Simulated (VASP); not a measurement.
BN (sol2), 4 atoms in the cell. It takes space group P6_3mc (No. 186, hexagonal). Conventional cell: a = 2.566 Å, b = 2.566 Å, c = 4.198 Å, α = 90.00°, β = 90.00°, γ = 120.00°. B (site symmetry 3m) has 4 N at 1.57 Å within 2.1 Å. Within 2.1 Å of N (site symmetry 3m) lie 4 B at 1.57 Å.  This cell differs from its parent crystal: strained cell.

```yaml
Program: VASP 6.6.1
Task: relaxation of the atoms
Functional: PBEsol
Potentials_or_basis: VASP PAW PBE potentials, release 64 (B, N)
Cutoff: 520 eV
k_mesh: 9 × 9 × 6
Occupations: gaussian, width 0.02 eV
Spin: no spin polarisation
Dipole_correction: no
Further_INCAR_settings: ALGO = Normal; EDIFF = 1e-06; IBRION = 2; EDIFFG = -0.002; NSW = 60
```

Potentials or basis: VASP PAW PBE potentials, release 64 (B, N).

Launch:

```bash
$ cat potpaw_PBE.64/B/POTCAR potpaw_PBE.64/N/POTCAR > POTCAR
$ mpirun -np 1 vasp_std > vasp.out
```

Hardware: 1 thread of Intel(R) Xeon(R) 6975P-C (Granite Rapids), with other jobs on the host.

Question: How long does it take, and how much memory?

Answer: Wall time 5.1 s on 1 thread of Intel(R) Xeon(R) 6975P-C (Granite Rapids), with other jobs on the host, peak memory 0.13 GiB. Counts: scf iterations 12, k points 48, ion steps 1.
